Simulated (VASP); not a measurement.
# AlNi (Pm-3m) in VASP: notebook, part 3 of 3

VASP 6.6.1. Earlier steps stand in the parts before.

## Step 6: Single point, PBE, collinear spin, ferromagnetic start

This run uses another cell than the first one, of 11.96 Å³/atom.

File INCAR:

```
ALGO = Normal
EDIFF = 1E-6
ENCUT = 520
GGA = PE
ISIF = 2
ISMEAR = -1
ISPIN = 2
LASPH = True
LCHARG = False
LMAXMIX = 4
LORBIT = 11
LREAL = False
LWAVE = False
MAGMOM = 0 1.5
NBANDS = 18
NELM = 150
PREC = Accurate
SIGMA = 0.05
```

File KPOINTS:

```
k-points
0
Gamma
  16 16 16
```

File POSCAR:

```
AlNi
1.0
    2.8810000000      0.0000000000      0.0000000000
    0.0000000000      2.8810000000      0.0000000000
    0.0000000000      0.0000000000      2.8810000000
Al Ni
1 1
Direct
    0.0000000000      0.0000000000      0.0000000000
    0.5000000000      0.5000000000      0.5000000000
```

Potentials or basis: VASP PAW PBE potentials, release 64 (Al, Ni).

On the command line:

```console
cat potpaw_PBE.64/Al/POTCAR potpaw_PBE.64/Ni/POTCAR > POTCAR
mpirun -np 1 vasp_std > vasp.out
```

OUTCAR:

```text
EDIFF = 1E-6
   ENCUT = 520
   GGA = PE
   ISIF = 2
   ISMEAR = -1
   ISPIN = 2
   LASPH = True
   LORBIT = 11
   LREAL = False
   NELM = 150
   PREC = Accurate

 ion  position               nearest neighbor table
   1  0.000  0.000  0.000-   2 2.50   2 2.50   2 2.50   2 2.50   2 2.50   2 2.50   2 2.50   2 2.50

   2  0.500  0.500  0.500-   1 2.50   1 2.50   1 2.50   1 2.50   1 2.50   1 2.50   1 2.50   1 2.50

  LATTYP: Found a simple cubic cell.
 ALAT       =     2.8810000000

  Lattice vectors:

 A1 = (   2.8810000000,   0.0000000000,   0.0000000000)
 A2 = (   0.0000000000,   2.8810000000,   0.0000000000)
 A3 = (   0.0000000000,   0.0000000000,   2.8810000000)

Analysis of symmetry for initial positions (statically):
=====================================================================
 Subroutine PRICEL returns:
 Original cell was already a primitive cell.

 Routine SETGRP: Setting up the symmetry group for a
 simple cubic supercell.

 Subroutine GETGRP returns: Found 48 space group operations
 (whereof 48 operations were pure point group operations)
 out of a pool of 48 trial point group operations.

The static configuration has the point symmetry O_h .

Analysis of symmetry for dynamics (positions and initial velocities):
=====================================================================
 Subroutine PRICEL returns:
 Original cell was already a primitive cell.

 Routine SETGRP: Setting up the symmetry group for a
 simple cubic supercell.

 Subroutine GETGRP returns: Found 48 space group operations
 (whereof 48 operations were pure point group operations)
 out of a pool of 48 trial point group operations.

The dynamic configuration has the point symmetry O_h .

Analysis of structural, dynamic, and magnetic symmetry:
=====================================================================
 Subroutine PRICEL returns:
 Original cell was already a primitive cell.

[... 151 lines left out ...]
  ext. energy  EPLUGINS =         0.00000000
  ---------------------------------------------------
  free energy    TOTEN  =       -10.54056170 eV

  energy without entropy =      -10.53408977  energy(sigma->0) =      -10.53732574

 E-fermi :  10.0294     XC(G=0): -12.0481

 val. band max:       10.0292451382   @ k =   0.3750   0.3125   0.1250
 cond. band min:      10.0393004998   @ k =   0.4375   0.4375   0.2500
 fundamental gap:      0.0100553616
 Fermi energy:        10.0293975826

 spin component 1

 k-point     1 :       0.0000    0.0000    0.0000
  band No.  band energies     occupation
      1      -1.1118      1.00000
      2       6.8020      1.00000
      3       6.8020      1.00000
      4       8.4872      1.00000
      5       8.4872      1.00000
      6       8.4872      1.00000
[... 493 lines left out ...]
     17      33.6560      0.00000
     18      36.0160      0.00000

 [... further k-points ...]

 spin component 2

 k-point     1 :       0.0000    0.0000    0.0000
  band No.  band energies     occupation
      1      -1.1119      1.00000
      2       6.8021      1.00000
      3       6.8021      1.00000
      4       8.4874      1.00000
      5       8.4874      1.00000
      6       8.4874      1.00000
[... 493 lines left out ...]
     17      33.6560      0.00000
     18      36.0159      0.00000

 [... further k-points ...]

------------------------ aborting loop because EDIFF is reached ----------------------------------------

  FORCE on cell =-STRESS in cart. coord.  units (eV):
  Direction    XX          YY          ZZ          XY          YZ          ZX
  --------------------------------------------------------------------------------------
  -------------------------------------------------------------------------------------
  Total        0.3063740      0.3063740      0.3063740     -0.0000000      0.0000000     -0.0000000
  in kB       20.5273451     20.5273451     20.5273451     -0.0000000      0.0000000     -0.0000000
  external PRESSURE =      20.5273451 kB  Pullay stress =       0.0000000 kB

 VOLUME and BASIS-vectors are now :
 -----------------------------------------------------------------------------
  energy-cutoff  :      520.00
  volume of cell :       23.91
      direct lattice vectors                 reciprocal lattice vectors
     2.881000000  0.000000000  0.000000000     0.347101701  0.000000000  0.000000000
     0.000000000  2.881000000  0.000000000     0.000000000  0.347101701  0.000000000
     0.000000000  0.000000000  2.881000000     0.000000000  0.000000000  0.347101701

 POSITION                                       TOTAL-FORCE (eV/Angst)
 -----------------------------------------------------------------------------------
      0.00000      0.00000      0.00000         0.000000      0.000000      0.000000
      1.44050      1.44050      1.44050         0.000000      0.000000      0.000000
 -----------------------------------------------------------------------------------
    total drift:                                0.000000      0.000000     -0.000000

  FREE ENERGIE OF THE ION-ELECTRON SYSTEM (eV)
  ---------------------------------------------------
  free  energy   TOTEN  =       -10.5405616971 eV

  energy  without entropy=      -10.5340897736  energy(sigma->0) =      -10.53732574

 total charge

# of ion       s       p       d       tot
------------------------------------------
    1        0.384   0.414   0.000   0.798
    2        0.475   0.515   8.475   9.465
--------------------------------------------------
tot          0.859   0.929   8.475  10.263

 magnetization (x)

# of ion       s       p       d       tot
------------------------------------------
    1        0.000   0.000   0.000   0.000
    2       -0.000  -0.000   0.000   0.000
--------------------------------------------------
tot          0.000  -0.000   0.000   0.000
```

It took 42 s on 1 thread of Intel Xeon 6975P-C (Granite Rapids), shared host; peak memory 0.23 GiB.

Results:

- Free energy: -10.5406 eV
- Pressure: 2.1 GPa
- Net moment: 0.00 μB per cell
- Valence electrons inside the program's atomic spheres: Al 0.80; Ni 9.46
